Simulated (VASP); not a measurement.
# RuF2 (P-3m1) in VASP: notebook

RuF2 is run at these levels: PBEsol; tasks: single point, relaxation of cell and atoms.

Program: VASP 6.6.1. These are calculated values, not measurements. Logs are shortened: lines on timing, memory, paths and dates and some standing lists are left out, and cuts for length are marked.

**1. The cell of the first run**

The structure is trigonal, space group P-3m1 (No. 164). The conventional cell has a = 3.221 Å, b = 3.221 Å, c = 4.388 Å, α = 90.00°, β = 90.00°, γ = 120.00°. Ru (site symmetry -3m) has 6 F at 2.09 Å within 2.8 Å. F (site symmetry 3m) has 3 Ru at 2.09 Å and 3 F at 2.67 Å within 2.8 Å.

**2. Single point, PBEsol (13.14 Å³/atom)**

Contents of INCAR:

```
SYSTEM = RuF2
ALGO     = Normal         ! electronic algorithm
EDIFF    = 1E-6           ! SCF threshold, eV
ENCUT    = 520            ! plane-wave cutoff, eV
GGA      = PS             ! functional
ISIF     = 2              ! what is computed and relaxed
ISMEAR   = 0              ! smearing method
LASPH    = .True.         ! aspherical terms in the spheres
LCHARG   = .False.        ! write CHGCAR
LREAL    = .False.        ! projectors in reciprocal space
LWAVE    = .False.        ! write WAVECAR
NBANDS   = 21             ! bands
NELM     = 100            ! most SCF steps
PREC     = Accurate       ! precision mode
SIGMA    = 0.05           ! smearing width, eV
```

Contents of KPOINTS:

```
k-points
0
Gamma
  12 12 8
  0 0 0
```

Contents of POSCAR:

```
RuF2
1.0
    3.2211243620      0.0000000000      0.0000000000
   -1.6105621810      2.7895755263      0.0000000000
    0.0000000000      0.0000000000      4.3876527825
Ru F
1 2
Direct
    0.0000000000      0.0000000000      0.0000000000
    0.3333333333      0.6666666667      0.2181127911
    0.6666666667      0.3333333333      0.7818872089
```

Potentials or basis: VASP PAW PBE potentials, release 64 (Ru_pv, F).

Launch:

```
cat potpaw_PBE.64/Ru_pv/POTCAR potpaw_PBE.64/F/POTCAR > POTCAR
mpirun -np 1 vasp_std > vasp.out
```

OUTCAR:

```text
SYSTEM = RuF2
   EDIFF = 1E-6
   ENCUT = 520
   GGA = PS
   ISIF = 2
   ISMEAR = 0
   LASPH = .True.
   LREAL = .False.
   NELM = 100
   PREC = Accurate

 ion  position               nearest neighbor table
   1  0.000  0.000  0.000-   2 2.09   3 2.09   3 2.09   2 2.09   3 2.09   2 2.09
   2  0.333  0.667  0.218-   1 2.09   1 2.09   1 2.09
   3  0.667  0.333  0.782-   1 2.09   1 2.09   1 2.09

  LATTYP: Found a hexagonal cell.
 ALAT       =     3.2211243620
 C/A-ratio  =     1.3621494514

  Lattice vectors:

 A1 = (   3.2211243620,   0.0000000000,   0.0000000000)
 A2 = (  -1.6105621810,   2.7895755263,   0.0000000000)
 A3 = (   0.0000000000,   0.0000000000,   4.3876527825)

Analysis of symmetry for initial positions (statically):
=====================================================================
 Subroutine PRICEL returns:
 Original cell was already a primitive cell.

 Routine SETGRP: Setting up the symmetry group for a
 hexagonal supercell.

 Subroutine GETGRP returns: Found 12 space group operations
 (whereof 12 operations were pure point group operations)
 out of a pool of 24 trial point group operations.

The static configuration has the point symmetry D_3d.

Analysis of symmetry for dynamics (positions and initial velocities):
=====================================================================
 Subroutine PRICEL returns:
 Original cell was already a primitive cell.

 Routine SETGRP: Setting up the symmetry group for a
 hexagonal supercell.

 Subroutine GETGRP returns: Found 12 space group operations
 (whereof 12 operations were pure point group operations)
 out of a pool of 24 trial point group operations.

The dynamic configuration has the point symmetry D_3d.

 Subroutine INISYM returns: Found 12 space group operations
 (whereof 12 operations are pure point group operations),
 and found     1 'primitive' translations

----------------------------------------------------------------------------------------

                                     Primitive cell

  volume of cell :      39.4256

  direct lattice vectors                    reciprocal lattice vectors
     3.221124362  0.000000000  0.000000000     0.310450603  0.179238739  0.000000000
    -1.610562181  2.789575526  0.000000000     0.000000000  0.358477478  0.000000000
     0.000000000  0.000000000  4.387652783     0.000000000  0.000000000  0.227912292

  length of vectors
     3.221124362  3.221124362  4.387652783     0.358477478  0.358477478  0.227912292

  position of ions in fractional coordinates (direct lattice)
     0.000000000  0.000000000  0.000000000
     0.333333333  0.666666667  0.218112791
     0.666666667  0.333333333  0.781887209

  ion indices of the primitive-cell ions
   primitive index   ion index
                 1           1
                 2           2
                 3           3

----------------------------------------------------------------------------------------

 KPOINTS: k-points

Automatic generation of k-mesh.
 Grid dimensions read from file:
 generate k-points for:   12   12    8

 Generating k-lattice:

  Cartesian coordinates                     Fractional coordinates (reciprocal lattice)
     0.025870884  0.014936562  0.000000000     0.083333333 -0.000000000  0.000000000
     0.000000000  0.029873123  0.000000000     0.000000000  0.083333333  0.000000000
     0.000000000  0.000000000  0.028489036     0.000000000  0.000000000  0.125000000

  Length of vectors
     0.029873123  0.029873123  0.028489036

  Shift w.r.t. Gamma in fractional coordinates (k-lattice)
     0.000000000  0.000000000  0.000000000

 Subroutine IBZKPT returns following result:
 ===========================================

 Found    131 irreducible k-points:

 Following reciprocal coordinates:
            Coordinates               Weight
  0.000000  0.000000  0.000000      1.000000
  0.083333 -0.000000  0.000000      6.000000
  0.166667  0.000000  0.000000      6.000000
  0.250000 -0.000000  0.000000      6.000000
  0.333333 -0.000000  0.000000      6.000000
  0.416667  0.000000  0.000000      6.000000
[... 16 lines left out ...]
  0.166667  0.000000  0.125000      6.000000
  0.000000  0.166667  0.125000      6.000000
 [... further k-points ...]
   k-points           NKPTS =    131   k-points in BZ     NKDIM =    131   number of bands    NBANDS=     21
   number of dos      NEDOS =    301   number of ions     NIONS =      3
   total plane-waves  NPLWV =  20736
   dimension x,y,z NGX =    24 NGY =   24 NGZ =   36
   dimension x,y,z NGXF=    48 NGYF=   48 NGZF=   72
   ions per type =               1   2
   NGX,Y,Z   is equivalent  to a cutoff of  12.39, 12.39, 13.64 a.u.
   NGXF,Y,Z  is equivalent  to a cutoff of  24.77, 24.77, 27.28 a.u.
 SYSTEM =  RuF2
   PREC   = accura    normal or accurate (medium, high low for compatibility)
   ISTART =      0    job   : 0-new  1-cont  2-samecut
   ICHARG =      2    charge: 1-file 2-atom 10-const
   ISPIN  =      1    spin polarized calculation?
   LNONCOLLINEAR =      F non collinear calculations
   LSORBIT =      F    spin-orbit coupling
   LASPH  =      T    aspherical Exc in radial PAW
   ENCUT  =  520.0 eV  38.22 Ry    6.18 a.u.   5.99  5.99  8.16*2*pi/ulx,y,z
   NELM   =    100;   NELMIN=  2; NELMDL= -5     # of ELM steps
   EDIFF  = 0.1E-05   stopping-criterion for ELM
   LREAL  =      F    real-space projection
   EDIFFG = 0.1E-04   stopping-criterion for IOM
   NSW    =      0    number of steps for IOM
   IBRION =     -1    ionic relax: 0-MD 1-quasi-New 2-CG
   NFREE  =      0    steps in history (QN), initial steepest desc. (CG)
   ISIF   =      2    stress and relaxation
   ISYM   =      2    0-nonsym 1-usesym 2-fastsym
   POTIM  = 0.5000    time-step for ionic-motion
   TEBEG  =    0.0;   TEEND  =   0.0 temperature during run
   PSTRESS=    0.0 pullay stress
   NELECT =      28.0000    total number of electrons
   NUPDOWN=      -1.0000    fix difference up-down
   EMIN   =  10.00;   EMAX   =-10.00  energy-range for DOS
   EFERMI =   0.00;   METHOD = LEGACY
   ISMEAR =     0;   SIGMA  =   0.05  broadening in eV -4-tet -1-fermi 0-gaus
   EFERMI_NEDOS =   21; number of points for ismear=-14 and -15
   IALGO  =     38    algorithm
   IMIX   =      4    mixing-type and parameters
     AMIX     =   0.40;   BMIX     =  1.00
     AMIX_MAG =   1.60;   BMIX_MAG =  1.00
  volume/ion in A,a.u.               =      13.14        88.69
  Fermi-wavevector in a.u.,A,eV,Ry     =   1.460612  2.760157 29.026501  2.133388
  Thomas-Fermi vector in A             =   2.577041
   LORBIT       =      0    0 simple, 1 ext, 2 COOP (PROOUT), +10 PAW based schemes
   GGA     = PS    functional components
   LHFCALC =     F    Hartree Fock is set to
   AEXX    =    0.0000 exact exchange contribution
   IVDW    =     0    specifies the selected vdW correction
   LEPSILON=     F    determine dielectric tensor
   LRPA    =     F    only Hartree local field effects (RPA)
 non-spin polarized calculation
 Gauss-broadening in eV      SIGMA  =   0.05
  energy-cutoff  :      520.00
  volume of cell :       39.43
 maximum number of plane-waves:      1086
   NGX = 11   NGY = 11   NGZ = 17

 number of electron      28.0000021 magnetization

 Free energy of the ion-electron system (eV)
  ---------------------------------------------------
  ext. energy  EPLUGINS =         0.00000000
  ---------------------------------------------------
  free energy    TOTEN  =       -16.32221083 eV

  energy without entropy =      -16.32221083  energy(sigma->0) =      -16.32221083

 E-fermi :   5.1151     XC(G=0): -10.6374

 val. band max:        4.8449893430   @ k =   0.0000   0.0000   0.5000
 cond. band min:       5.3798987379   @ k =   0.0000   0.4167   0.3750
 fundamental gap:      0.5349093949
 Fermi energy:         5.1150884075

 k-point     1 :       0.0000    0.0000    0.0000
  band No.  band energies     occupation
      1     -37.8681      2.00000
      2     -37.8681      2.00000
      3     -37.5226      2.00000
      4     -21.1415      2.00000
      5     -20.2598      2.00000
      6      -3.8362      2.00000
[... 13 lines left out ...]
     20      16.5929      0.00000
     21      20.3763      0.00000

 k-point     2 :       0.0833   -0.0000    0.0000
  band No.  band energies     occupation
      1     -37.8812      2.00000
      2     -37.8706      2.00000
      3     -37.5199      2.00000
      4     -21.1041      2.00000
      5     -20.2817      2.00000
      6      -3.7944      2.00000
[... 13 lines left out ...]
     20      16.6399      0.00000
     21      19.6295      0.00000

 k-point     3 :       0.1667    0.0000    0.0000
  band No.  band energies     occupation
      1     -37.9168      2.00000
      2     -37.8777      2.00000
      3     -37.5128      2.00000
      4     -21.0031      2.00000
      5     -20.3415      2.00000
      6      -3.6810      2.00000
[... 13 lines left out ...]
     20      16.7778      0.00000
     21      18.1297      0.00000

 k-point     4 :       0.2500   -0.0000    0.0000
  band No.  band energies     occupation
      1     -37.9651      2.00000
      2     -37.8874      2.00000
      3     -37.5029      2.00000
      4     -20.8675      2.00000
      5     -20.4180      2.00000
      6      -3.5579      2.00000
[... 13 lines left out ...]
     20      16.5800      0.00000
     21      17.0101      0.00000

 k-point     5 :       0.3333   -0.0000    0.0000
  band No.  band energies     occupation
      1     -38.0129      2.00000
      2     -37.8970      2.00000
      3     -37.4931      2.00000
      4     -20.7442      2.00000
      5     -20.4800      2.00000
      6      -3.6570      2.00000
[... 13 lines left out ...]
     20      16.4446      0.00000
     21      17.3216      0.00000
[... 382 lines left out ...]
     20      16.7672      0.00000
     21      19.6864      0.00000

 k-point    22 :       0.0000    0.0833    0.1250
  band No.  band energies     occupation
      1     -37.8812      2.00000
      2     -37.8706      2.00000
      3     -37.5202      2.00000
      4     -21.0918      2.00000
      5     -20.2952      2.00000
      6      -3.8052      2.00000
[... 13 lines left out ...]
     20      16.7597      0.00000
     21      19.7382      0.00000

 k-point    23 :       0.1667    0.0000    0.1250
  band No.  band energies     occupation
      1     -37.9168      2.00000
      2     -37.8777      2.00000
      3     -37.5130      2.00000
      4     -20.9897      2.00000
      5     -20.3555      2.00000
      6      -3.7051      2.00000
[... 13 lines left out ...]
     20      16.9839      0.00000
     21      18.2597      0.00000

 k-point    24 :       0.0000    0.1667    0.1250
  band No.  band energies     occupation
      1     -37.9168      2.00000
      2     -37.8777      2.00000
      3     -37.5130      2.00000
      4     -20.9934      2.00000
      5     -20.3511      2.00000
      6      -3.7414      2.00000
[... 13 lines left out ...]
     20      16.9331      0.00000
     21      18.2448      0.00000

 [... further k-points ...]
[... 5 lines left out ...]
  --------------------------------------------------------------------------------------
  -------------------------------------------------------------------------------------
  Total        0.0297016      0.0297016     -0.0841995      0.0000000     -0.0000000      0.0000000
  in kB        1.2070152      1.2070152     -3.4217043      0.0000000     -0.0000000      0.0000000
  external PRESSURE =      -0.3358913 kB  Pullay stress =       0.0000000 kB

 VOLUME and BASIS-vectors are now :
 -----------------------------------------------------------------------------
  energy-cutoff  :      520.00
  volume of cell :       39.43
      direct lattice vectors                 reciprocal lattice vectors
     3.221124362  0.000000000  0.000000000     0.310450603  0.179238739  0.000000000
    -1.610562181  2.789575526  0.000000000     0.000000000  0.358477478  0.000000000
     0.000000000  0.000000000  4.387652783     0.000000000  0.000000000  0.227912292

 POSITION                                       TOTAL-FORCE (eV/Angst)
 -----------------------------------------------------------------------------------
      0.00000      0.00000      0.00000        -0.000000      0.000000      0.000000
     -0.00000      1.85972      0.95700         0.000000      0.000000      0.038769
      1.61056      0.92986      3.43065        -0.000000     -0.000000     -0.038769
 -----------------------------------------------------------------------------------
    total drift:                                0.000000     -0.000000      0.000000

  FREE ENERGIE OF THE ION-ELECTRON SYSTEM (eV)
  ---------------------------------------------------
  free  energy   TOTEN  =       -16.3222108320 eV

  energy  without entropy=      -16.3222108320  energy(sigma->0) =      -16.32221083
```

Wall time 1.7 min (1 thread of Oxide Virtual Turin-like, shared host); peak memory 0.19 GiB.

Results:

```yaml
Free_energy: -16.3222 eV
Pressure: 0.0 GPa
Largest_force: 0.039 eV/Å
Band_gap_on_the_k_mesh: 0.53 eV (least direct gap 0.93 eV)
```

Forces in eV/Å, atoms in the order of the input:
```
Ru   0.000  0.000  0.000
F    0.000  0.000  0.039
F    0.000  0.000 -0.039
```

Stress tensor (GPa, compression positive):
```
 0.12  0.00  0.00
 0.00  0.12  0.00
 0.00  0.00 -0.34
```

Caveat: semilocal functionals underestimate gaps, and a narrow one can read as zero; the PAW data sets were made with another functional, which shifts forces and pressure a little. A k mesh can miss the band edges.

**3. Single point, PBEsol (13.40 Å³/atom)**

This run uses another cell than the first one, of 13.40 Å³/atom.

Contents of INCAR:

```
ALGO = Normal
EDIFF = 1E-7
ENCUT = 520
GGA = PS
ISIF = 2
ISMEAR = 0
LASPH = True
LCHARG = False
LREAL = False
LWAVE = False
NBANDS = 21
NELM = 60
PREC = Accurate
SIGMA = 0.05
```

Contents of KPOINTS:

```
k-points
0
Gamma
  12 12 8
```

Contents of POSCAR:

```
RuF2
1.0
    3.2199106560      0.0000000000      0.0000000000
   -1.6099553280      2.7885244260      0.0000000000
    0.0000000000      0.0000000000      4.4770584278
Ru F
1 2
Direct
    0.0000000000      0.0000000000      0.0000000000
    0.3333333333      0.6666666667      0.2142095964
    0.6666666667      0.3333333333      0.7857904036
```

Potentials or basis: VASP PAW PBE potentials, release 64 (Ru_pv, F).

Launch:

```
cat potpaw_PBE.64/Ru_pv/POTCAR potpaw_PBE.64/F/POTCAR > POTCAR
mpirun -np 1 vasp_std > vasp.out
```

It took 83 s on 1 thread of Oxide Virtual Turin-like, shared host; peak memory 0.19 GiB.

The run converged. Its results:

| Property | Result |
| --- | --- |
| Free energy | -16.3211 eV |
| Pressure | -0.1 GPa |
| Largest force | 0.040 eV/Å |
| Band gap on the k mesh | 0.56 eV (least direct gap 0.95 eV) |

Forces in eV/Å, atoms in the order of the input:
```
Ru   0.000  0.000  0.000
F    0.000  0.000  0.040
F    0.000  0.000 -0.040
```

Stress tensor (GPa, compression positive):
```
 0.04  0.00  0.00
 0.00  0.04  0.00
 0.00  0.00 -0.41
```

Levels at points of the mesh, in eV from the valence-band top:
| k point | band 12 | band 13 | band 14 | band 15 | band 16 | band 17 |
| --- | --- | --- | --- | --- | --- | --- |
| (0.00, 0.00, 0.00) | -1.14 | -1.14 | -0.16 | 1.59 | 1.59 | 1.68 |
| (0.50, 0.00, 0.00) | -1.20 | -0.65 | -0.36 | 0.69 | 1.61 | 6.77 |
| (0.00, 0.00, 0.50) | -1.18 | -1.18 | 0.00 | 1.64 | 1.64 | 3.61 |
| (0.50, 0.00, 0.50) | -1.05 | -0.46 | -0.37 | 0.61 | 1.59 | 7.16 |

Caveat: semilocal functionals underestimate gaps, and a narrow one can read as zero; the PAW data sets were made with another functional, which shifts forces and pressure a little. A k mesh can miss the band edges.

**4. Relaxation of cell and atoms, PBEsol**

This run uses another cell than the first one, of 10.74 Å³/atom.

Contents of INCAR:

```
SYSTEM = RuF2
PREC = Accurate ; ENCUT = 600
EDIFF = 1E-7 ; ISMEAR = 0
SIGMA = 0.05 ; LREAL = .FALSE.
LASPH = .TRUE. ; NELM = 80
ALGO = Normal ; ISIF = 3
LWAVE = .FALSE. ; LCHARG = .FALSE.
GGA = PS ; IBRION = 2
NSW = 80 ; EDIFFG = -0.01
```

Contents of KPOINTS:

```
regular mesh
0
G
  12 12 8
  0 0 0
```

Contents of POSCAR:

```
RuF2
1.0
    2.8465612488      0.0000000000      0.0000000000
   -1.4232806244      2.4651943549      0.0000000000
    0.0000000000      0.0000000000      4.5920940900
Ru F
1 2
Direct
    0.0000000000      0.0000000000      0.0000000000
    0.3333333333      0.6666666667      0.2520000000
    0.6666666667      0.3333333333      0.7480000000
```

Launch:

```
cat potpaw_PBE.64/Ru_pv/POTCAR potpaw_PBE.64/F/POTCAR > POTCAR
mpirun -np 1 vasp_std > vasp.out
```

Wall time 12 min (1 thread of Oxide Virtual Turin-like, shared host); peak memory 0.2 GiB.

It converged, with:

```yaml
Free_energy: -16.3056 eV
Relaxed_volume: 12.58 Å³/atom
Relaxed_cell: a = 3.218 Å, b = 3.218 Å, c = 4.210 Å, α = 90.00°, β = 90.00°, γ = 120.00°
Space_group_after_relaxing_to_0.1_Å: P-3m1 (No. 164)
Energy_gained_by_relaxing: 238.9 meV/atom
Ionic_steps: 13
Pressure_after_relaxing: 0.0 GPa
Largest_force_after_relaxing: 0.004 eV/Å
Band_gap_on_the_k_mesh: 0.51 eV (least direct gap 0.89 eV)
```

Forces in eV/Å, atoms in the order of the input:
```
Ru   0.000  0.000  0.000
F    0.000  0.000  0.004
F    0.000  0.000 -0.004
```

Stress tensor (GPa, compression positive):
```
 0.03  0.00  0.00
 0.00  0.03  0.00
 0.00  0.00 -0.12
```

The path:
| step | energy change (eV) | largest force (eV/Å) | pressure (GPa) | volume (Å³) |
| --- | --- | --- | --- | --- |
| 1 | 0.0000 | 1.5348 | 33.38 | 32.22 |
| 2 | 0.1251 | 2.1955 | -19.52 | 43.78 |
| 3 | -0.4853 | 0.7600 | -0.72 | 36.94 |
| 4 | -0.4859 | 0.7119 | -0.05 | 36.79 |
| 5 | -0.5619 | 0.6021 | -0.29 | 37.23 |
| 6 | -0.6953 | 0.3387 | -2.01 | 38.40 |
| 7 | -0.7071 | 0.2305 | -3.21 | 38.81 |
| 8 | -0.6738 | 0.5820 | 7.56 | 36.73 |
| 9 | -0.7163 | 0.0105 | -0.12 | 38.13 |
| 10 | -0.7163 | 0.0155 | -0.05 | 38.12 |
| 11 | -0.7163 | 0.0143 | -0.05 | 38.08 |
| 12 | -0.7165 | 0.0107 | -0.04 | 37.97 |
| 13 | -0.7168 | 0.0035 | -0.02 | 37.75 |

Final structure:
```
Ru F
1.0
     3.21771    0.00000    0.00000
    -1.60885    2.78662    0.00000
     0.00000    0.00000    4.20987
Ru F
1 2
Cartesian
  0.0000 0.0000 4.2099
  0.0000 1.8577 0.9596
  1.6089 0.9289 3.2502
```

Levels at points of the mesh, in eV from the valence-band top:
```csv
k point,band 10,band 11,band 12,band 13,band 14,band 15,band 16,band 17,band 18
"(0.00, 0.00, 0.00)",-6.45,-5.76,-1.16,-1.16,-0.24,1.54,1.54,1.64,7.29
"(0.50, 0.00, 0.00)",-7.04,-6.75,-1.30,-0.72,-0.38,0.68,1.59,6.78,7.70
"(0.00, 0.00, 0.50)",-6.56,-6.56,-1.23,-1.23,0.00,1.63,1.63,3.91,4.53
"(0.50, 0.00, 0.50)",-6.77,-6.14,-1.04,-0.44,-0.41,0.57,1.56,7.12,8.43
```

Caveat: the volume moved by over 15 % at a fixed basis, so the end points are rough; semilocal functionals underestimate gaps, and a narrow one can read as zero; the PAW data sets were made with another functional, which shifts forces and pressure a little. A k mesh can miss the band edges.

**5. The runs side by side**

```csv
task,cell,cutoff (eV),gap on the mesh (eV),pressure (GPa),largest force (eV/Å)
single point,"a = 3.221, b = 3.221, c = 4.388 Å, angles 90.0, 90.0, 120.0°, 3 atoms, atomic positions A",520,0.53,0.0,0.04
single point,"a = 3.220, b = 3.220, c = 4.477 Å, angles 90.0, 90.0, 120.0°, 3 atoms, atomic positions B",520,0.56,-0.1,0.04
relaxation of cell and atoms,"relaxed from a = 2.847, b = 2.847, c = 4.592 Å, angles 90.0, 90.0, 120.0°, 3 atoms, atomic positions C",600,0.51,0.0,-
```

Alike in all rows: level PBEsol; potentials or basis VASP PAW PBE potentials, release 64 (Ru_pv, F); no spin polarisation; k mesh 12 × 12 × 8; smearing gaussian 0.05 eV.

Caveats: semilocal functionals underestimate gaps, and a narrow one can read as zero; the PAW data sets were made with another functional, which shifts forces and pressure a little; the volume moved by over 15 % at a fixed basis, so the end points are rough (at least some runs).

Absolute energies hang on the potentials; compare differences alone.
